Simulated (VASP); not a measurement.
# Si in VASP: relaxation of the atoms with PBEsol

Aim: the relaxation of the atoms of Si with PBEsol.

Everything below comes from runs of VASP 6.6.1. Logs are shortened: lines on timing, memory, paths and dates and some standing lists are left out, and cuts for length are marked.

**1. The cell of the first run**

The cell holds a slab with vacuum, 8 atoms: a = 3.825 Å, b = 3.825 Å, c = 27.283 Å, α = 90.00°, β = 90.00°, γ = 120.00°.

**2. Relaxation of the atoms, PBEsol**

Input file INCAR:

```
  PREC = Accurate
  ENCUT = 520
  EDIFF = 1E-7
  ISMEAR = 0
  SIGMA = 0.05
  LREAL = False
  LASPH = True
  NELM = 100
  ALGO = Normal
  ISIF = 2
  LWAVE = False
  LCHARG = False
  LDIPOL = True
  IDIPOL = 3
  DIPOL = 0.5 0.5 0.500
  GGA = PS
  IBRION = 2
  NSW = 90
  EDIFFG = -0.03
  LUSENCCL = False
```

Input file KPOINTS:

```
regular mesh
0
Gamma
  9 9 1
```

Input file POSCAR:

```
Si
1.0
    3.8248883485      0.0000000000      0.0000000000
   -1.9124441742      3.3124504764      0.0000000000
    0.0000000000      0.0000000000     27.2832821802
Si
8
Selective dynamics
Direct
    0.6666666667      0.3333333333      0.3115460942  F F F
    0.3333333333      0.6666666667      0.3407519222  F F F
    0.3333333333      0.6666666667      0.4274467554  F F F
    0.6666666667      0.3333333333      0.4566525834  F F F
    0.6666666667      0.3333333333      0.5433474166  T T T
    0.3333333333      0.6666666667      0.5725532446  T T T
    0.3333333333      0.6666666667      0.6592480778  T T T
    0.6666666667      0.3333333333      0.6884539058  T T T
```

Potentials or basis: VASP PAW PBE potentials, release 64 (Si).

Run with:

```sh
> cat potpaw_PBE.64/Si/POTCAR > POTCAR
> mpirun -np 1 vasp_std > vasp.out
```

OUTCAR:

```text
PREC = Accurate
   ENCUT = 520
   EDIFF = 1E-7
   ISMEAR = 0
   LREAL = False
   LASPH = True
   NELM = 100
   ISIF = 2
   GGA = PS
   IBRION = 2
   NSW = 90
   EDIFFG = -0.03

 ion  position               nearest neighbor table
   1  0.667  0.333  0.312-   2 2.35   2 2.35   2 2.35
   2  0.333  0.667  0.341-   1 2.35   1 2.35   1 2.35   3 2.37
   3  0.333  0.667  0.427-   4 2.35   4 2.35   4 2.35   2 2.37
   4  0.667  0.333  0.457-   3 2.35   3 2.35   3 2.35   5 2.37
   5  0.667  0.333  0.543-   6 2.35   6 2.35   6 2.35   4 2.37
   6  0.333  0.667  0.573-   5 2.35   5 2.35   5 2.35   7 2.37
   7  0.333  0.667  0.659-   8 2.35   8 2.35   8 2.35   6 2.37
   8  0.667  0.333  0.688-   7 2.35   7 2.35   7 2.35

  LATTYP: Found a hexagonal cell.
 ALAT       =     3.8248883485
 C/A-ratio  =     7.1330924446

  Lattice vectors:

 A1 = (   3.8248883485,   0.0000000000,   0.0000000000)
 A2 = (  -1.9124441742,   3.3124504764,   0.0000000000)
 A3 = (   0.0000000000,   0.0000000000,  27.2832821802)

Analysis of symmetry for initial positions (statically):
=====================================================================
 Subroutine PRICEL returns:
 Original cell was already a primitive cell.

 Routine SETGRP: Setting up the symmetry group for a
 hexagonal supercell.

 Subroutine GETGRP returns: Found 12 space group operations
 (whereof 12 operations were pure point group operations)
 out of a pool of 24 trial point group operations.

The static configuration has the point symmetry D_3h.

Analysis of symmetry for dynamics (positions and initial velocities):
=====================================================================
 Subroutine PRICEL returns:
 Original cell was already a primitive cell.

 Routine SETGRP: Setting up the symmetry group for a
 hexagonal supercell.

 Subroutine GETGRP returns: Found 12 space group operations
 (whereof 12 operations were pure point group operations)
 out of a pool of 24 trial point group operations.

The dynamic configuration has the point symmetry D_3h.

Analysis of constrained symmetry for selective dynamics:
=====================================================================
 Subroutine PRICEL returns:
 Original cell was already a primitive cell.
[... 138 lines left out ...]
 conjugate gradient relaxation of ions
 non-spin polarized calculation
 Gauss-broadening in eV      SIGMA  =   0.05
  energy-cutoff  :      520.00
  volume of cell :      345.67
 maximum number of plane-waves:      9393
   NGX = 15   NGY = 15   NGZ =101

 dipolmoment           0.000000      0.000000      0.000013 electrons x Angstroem

--------------------------------------- Ionic step        1  -------------------------------------------

 number of electron      31.9999998 magnetization

 Free energy of the ion-electron system (eV)
  ---------------------------------------------------
  ext. energy  EPLUGINS =         0.00000000
  ---------------------------------------------------
  free energy    TOTEN  =       -43.12596845 eV

  energy without entropy =      -43.12085725  energy(sigma->0) =      -43.12341285

------------------------ aborting loop because EDIFF is reached ----------------------------------------

  FORCE on cell =-STRESS in cart. coord.  units (eV):
  Direction    XX          YY          ZZ          XY          YZ          ZX
  --------------------------------------------------------------------------------------
  -------------------------------------------------------------------------------------
  Total       -0.2712094     -0.2712094     -0.3062919     -0.0000000      0.0000000      0.0000000
  in kB       -1.2570444     -1.2570444     -1.4196503     -0.0000000      0.0000000      0.0000000
  external PRESSURE =      -1.3112464 kB  Pullay stress =       0.0000000 kB
[... 31 lines left out ...]
 number of electron      31.9999998 magnetization

------------------------ aborting loop because EDIFF is reached ----------------------------------------

 vacuum level on the upper side and lower side of the slab       (xc-potential included)        -0.232        -0.167

  FORCE on cell =-STRESS in cart. coord.  units (eV):
  Direction    XX          YY          ZZ          XY          YZ          ZX
  --------------------------------------------------------------------------------------
  -------------------------------------------------------------------------------------
  Total        0.1148741      0.1148741     -0.6873618      0.0000000      0.0000000     -0.0000000
  in kB        0.5324365      0.5324365     -3.1858930      0.0000000      0.0000000     -0.0000000
  external PRESSURE =      -0.7070066 kB  Pullay stress =       0.0000000 kB
[... 281 lines left out ...]
--------------------------------------- Ionic step        9  -------------------------------------------

 number of electron      31.9999998 magnetization

 dipolmoment           0.000000      0.000000     -0.009084 electrons x Angstroem

 Free energy of the ion-electron system (eV)
  ---------------------------------------------------
  ext. energy  EPLUGINS =         0.00000000
  ---------------------------------------------------
  free energy    TOTEN  =       -43.16326902 eV

  energy without entropy =      -43.15832132  energy(sigma->0) =      -43.16079517

 E-fermi :   0.0787     XC(G=0):  -4.9467

 val. band max:        0.0286162156   @ k =   0.1111   0.0000   0.0000
 cond. band min:       0.1147056046   @ k =   0.3333   0.2222   0.0000
 fundamental gap:      0.0860893890
 Fermi energy:         0.0787112083

 k-point     1 :       0.0000    0.0000    0.0000
  band No.  band energies     occupation
      1     -11.7453      2.00000
      2     -11.2384      2.00000
      3     -10.5052      2.00000
      4      -9.8263      2.00000
      5      -6.1865      2.00000
      6      -4.5794      2.00000
[... 277 lines left out ...]
     20       3.0831      0.00000
     21       3.6240      0.00000

------------------------ aborting loop because EDIFF is reached ----------------------------------------

 vacuum level on the upper side and lower side of the slab       (xc-potential included)        -0.074         0.050

  FORCE on cell =-STRESS in cart. coord.  units (eV):
  Direction    XX          YY          ZZ          XY          YZ          ZX
  --------------------------------------------------------------------------------------
  -------------------------------------------------------------------------------------
  Total        0.3826336      0.3826336     -0.4797552      0.0000000     -0.0000000      0.0000000
  in kB        1.7734908      1.7734908     -2.2236452      0.0000000     -0.0000000      0.0000000
  external PRESSURE =       0.4411122 kB  Pullay stress =       0.0000000 kB
[... 23 lines left out ...]
  FREE ENERGIE OF THE ION-ELECTRON SYSTEM (eV)
  ---------------------------------------------------
  free  energy   TOTEN  =       -43.1632690198 eV

  energy  without entropy=      -43.1583213175  energy(sigma->0) =      -43.16079517

 reached required accuracy - stopping structural energy minimisation

 vacuum level on the upper side and lower side of the slab         4.798         4.925
```

Run time: 3.7 min. Hardware: 1 × NVIDIA H100 80GB with 1 thread of Intel Xeon Platinum 8481C at 2.70GHz (Sapphire Rapids), shared host; peak memory 1.3 GiB.

Results:

- Free energy: -43.1633 eV
- Energy gained by relaxing: 4.7 meV/atom
- Ionic steps: 9
- Band gap on the k mesh: zero (bands 16 and 17 overlap by 0.33 eV)

Step by step:
| step | energy change (eV) | largest force on free atoms (eV/Å) | pressure (GPa) |
| --- | --- | --- | --- |
| 1 | 0.0000 | 0.7218 | -0.13 |
| 2 | -0.0286 | 0.2980 | -0.07 |
| 3 | -0.0325 | 0.1932 | -0.04 |
| 4 | -0.0326 | 0.2027 | -0.03 |
| 5 | -0.0354 | 0.1016 | -0.01 |
| 6 | -0.0363 | 0.0911 | 0.01 |
| 7 | -0.0370 | 0.0366 | 0.02 |
| 8 | -0.0371 | 0.0317 | 0.04 |
| 9 | -0.0373 | 0.0289 | 0.04 |

Final structure:
```
Si
1.0
     3.82489    0.00000    0.00000
    -1.91244    3.31245    0.00000
     0.00000    0.00000   27.28328
Si
8
Direct
  0.66667 0.33333 0.31155
  0.33333 0.66667 0.34075
  0.33333 0.66667 0.42745
  0.66667 0.33333 0.45665
  0.66667 0.33333 0.54359
  0.33333 0.66667 0.57255
  0.33333 0.66667 0.66095
  0.66667 0.33333 0.68570
```

Levels at points of the mesh, in eV from the Fermi level:
```tsv
k point	band 12	band 13	band 14	band 15	band 16	band 17	band 18	band 19	band 20	band 21
(0.00, 0.00, 0.00)	-0.30	-0.30	-0.28	0.14	0.14	0.73	1.43	1.93	2.48	2.48
```

Caveat: the PAW data sets were made with another functional, which shifts forces and pressure a little.

The gap in the log of VASP goes by the Fermi energy; the results here count the filled bands.